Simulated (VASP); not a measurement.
Write the native input for VASP 6.6.1 that does the following.

- Task: single point
- Functional: PBEsol
- Potentials or basis: VASP PAW PBE potentials, release 64 (Mo_sv, Bi_d)
- Cutoff: 520 eV
- k mesh: 8 × 8 × 6
- Occupations: gaussian, width 0.05 eV
- Spin: no spin polarisation
- Dipole correction: no
- Further INCAR settings: ALGO = Fast; EDIFF = 1e-06; NBANDS = 37

The structure of BiMo lies in POSCAR:

```
BiMo
1.0
    4.5244324844      0.0000000000      0.0000000000
   -2.2622162422      3.9182734692      0.0000000000
    0.0000000000      0.0000000000      5.1028384350
Mo Bi
2 2
Direct
    0.0000000000      0.0000000000      0.0000000000
    0.0000000000      0.0000000000      0.5000000000
    0.3510151090      0.6666666667      0.2500000000
    0.6666666667      0.3333333333      0.7500000000
```

This cell differs from its parent crystal: atom 3 (Bi) moved 0.08 Å along x.

The input as run:

INCAR

```
SYSTEM = BiMo
PREC = Accurate
ENCUT = 520
EDIFF = 1E-6
ISMEAR = 0
SIGMA = 0.05
LREAL = .FALSE.
LASPH = .TRUE.
NELM = 80
ALGO = Fast
ISIF = 2
LWAVE = .FALSE.
LCHARG = .FALSE.
GGA = PS
NBANDS = 37
```

KPOINTS

```
Automatic mesh
0
G
  8 8 6
  0 0 0
```

Potentials or basis: VASP PAW PBE potentials, release 64 (Mo_sv, Bi_d).

The run is started by

```bash
$ cat potpaw_PBE.64/Mo_sv/POTCAR potpaw_PBE.64/Bi_d/POTCAR > POTCAR
$ mpirun -np 1 vasp_std > vasp.out
```

It gave:

```json
{"Pressure": "0.3 GPa", "Largest force": "0.675 eV/Å", "Band gap on the k mesh": "zero (bands 29 and 30 overlap by 1.49 eV)"}
```

Caveat: the cell differs from its parent crystal (atom 3 (Bi) moved 0.08 Å along x); the PAW data sets were made with another functional, which shifts forces and pressure a little; spin-orbit coupling is left out, which moves the levels of the heavy elements.

Run time: 6 min on 1 thread of Intel(R) Xeon(R) Platinum 8488C (Sapphire Rapids) (shared host), peak memory 0.49 GiB.
